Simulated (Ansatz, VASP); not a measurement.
V: VASP beside Ansatz

File INCAR:

```
ALGO = Normal
EDIFF = 1E-6
ENCUT = 520
GGA = RP
ISIF = 2
ISMEAR = 0
ISPIN = 2
LASPH = T
LCHARG = T
LDAU = T
LDAUJ = 0
LDAUL = 2
LDAUPRINT = 1
LDAUTYPE = 2
LDAUU = 7
LELF = T
LMAXMIX = 4
LORBIT = 11
LREAL = F
LVHAR = T
LWAVE = F
MAGMOM = 2
NBANDS = 16
NELM = 150
PREC = Accurate
SIGMA = 0.05
```

Contents of KPOINTS:

```
k-points
0
Gamma
  9 10 9
```

Contents of POSCAR:

```
V
1.0
   -1.5252480000      1.5153430000      1.4941980000
    1.5006000000     -1.5336870000      1.4878940000
    1.5403020000      1.5487410000     -1.5125420000
V
1
Direct
    0.0000000000      0.0000000000      0.0000000000
```

File input.yaml:

```yaml
crystal:
  lattice:
    - [-1.525248, 1.515343, 1.494198]
    - [1.5006, -1.533687, 1.487894]
    - [1.540302, 1.548741, -1.512542]
  atoms:
    - { symbol: V, position: [0.0, 0.0, 0.0], spin: 2.0 }
hamiltonian:
  xc: rpbe
  pseudopotentials: { kind: nc, accuracy: standard }
  hubbard: { sites: [{ species: V, l: d, u_eff: 7.0 }] }
magnetization:
  spin_polarized: true
kpoints:
  mp_grid: { grid: [9, 10, 9] }
scf:
  occupations: { method: gaussian, width: 0.05 }
output:
  forces: true
  stress: true
  eigenvalues: true
  write_density: true
  write_potential: true
  elf: true
  volumetric_format: npy
```

Change from the starting cell: cell strained at random at fixed volume.

Alike in both runs: functional RPBE; k mesh 9 × 10 × 9; occupations gaussian, width 0.05 eV; collinear spin; Hubbard terms V d U = 7.0 eV.

|  | VASP | Ansatz |
| --- | --- | --- |
| version | VASP 6.6.1 | Ansatz 0.2.0 |
| potentials or method | VASP PAW PBE potentials, release 64 (V_sv) | PseudoDojo standard (PBE files) |
| plane-wave cutoff (eV) | 520 | 1143 |
| valence electrons in the cell | 13 | 13 |
| task | single point | electrostatic potential |

Ansatz gave:

| Property | Result |
| --- | --- |
| gap on the k mesh at the Fermi level (eV) | none |
| pressure (GPa) | 89.5 |
| traceless stress, the component that is largest in VASP (GPa) | -1.05 |
| net moment per atom (μB) | 3.92 |
| size of the moment on the site where the two differ most (μB) | 3.19 |

**Question.** What did VASP give for the same quantities?

**Answer.** gap on the k mesh at the Fermi level (eV): none; pressure (GPa): 67.1; traceless stress, the component that is largest in VASP (GPa): 2.82; net moment per atom (μB): 2.51; size of the moment on the site where the two differ most (μB): 2.34.

The net moments are unlike, so the other rows may belong to different states. VASP's potentials were made for PBE, not for RPBE. Site moments also hang on the region over which each program counts them. The programs project onto different local orbitals, so the same U acts differently, and such runs can settle in different states. A gap of «none» marks a metal or a gap that the smearing closes. The pressures are high and differ by over a tenth, so treat them with care.

Noted on VASP's run: the cell as given lies far from equilibrium. Noted on Ansatz's run: the potentials were made for another functional, which shifts forces and pressure; the magnetic or orbital state may not be the lowest.
